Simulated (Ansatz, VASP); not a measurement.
## One calculation of PbO2, two programs

The input INCAR:

```
SYSTEM = PbO2
PREC = Accurate
ENCUT = 520
EDIFF = 1E-6
ISMEAR = 0
SIGMA = 0.1
LREAL = .False.
LASPH = .True.
NELM = 100
ALGO = Normal
ISIF = 2
LWAVE = .False.
LCHARG = .True.
GGA = PS
LELF = .True.
LVHAR = .True.
NBANDS = 20
```

KPOINTS

```
Automatic mesh
0
Gamma
  14 14 14
  0 0 0
```

Contents of POSCAR:

```
PbO2
1.0
    0.0000000000      2.5817809918      2.5817809918
    2.5817809918      0.0000000000      2.5817809918
    2.5817809918      2.5817809918      0.0000000000
Pb O
1 2
Direct
    0.0000000000      0.0000000000      0.0000000000
    0.2500000000      0.2500000000      0.2500000000
    0.7500000000      0.7500000000      0.7500000000
```

Input for Ansatz:

```yaml
crystal:
  lattice:
    - [0.0, 2.5817809918, 2.5817809918]
    - [2.5817809918, 0.0, 2.5817809918]
    - [2.5817809918, 2.5817809918, 0.0]
  atoms:
    - { symbol: Pb, position: [0.0, 0.0, 0.0] }
    - { symbol: O, position: [0.25, 0.25, 0.25] }
    - { symbol: O, position: [0.75, 0.75, 0.75] }
basis:
  ecutwfc: 420
kpoints:
  mp_grid: { grid: [14, 14, 14] }
hamiltonian:
  xc: pbesol
scf:
  occupations: { method: gaussian, width: 0.1 }
output:
  forces: true
  stress: true
  eigenvalues: true
```

Alike in both runs: task single point; functional PBEsol; k mesh 14 × 14 × 14; occupations gaussian, width 0.1 eV; no spin polarisation.

```csv
,VASP,Ansatz
version,VASP 6.6.1,Ansatz 0.2.0
potentials or method,"VASP PAW PBE potentials, release 64 (Pb_d, O), cutoff 520 eV","scalar-relativistic, plane waves, PAW"
valence electrons in the cell,26,26
```

VASP gave:

- gap on the k mesh at the Fermi level (eV): none
- pressure (GPa): 18.7

Question: Estimate Ansatz's values.

Answer: gap on the k mesh at the Fermi level (eV): none; pressure (GPa): 18.3.

VASP's potentials were made for PBE, not for PBEsol. A gap of «none» marks a metal or a gap that the smearing closes.

Spin-orbit coupling is off throughout.
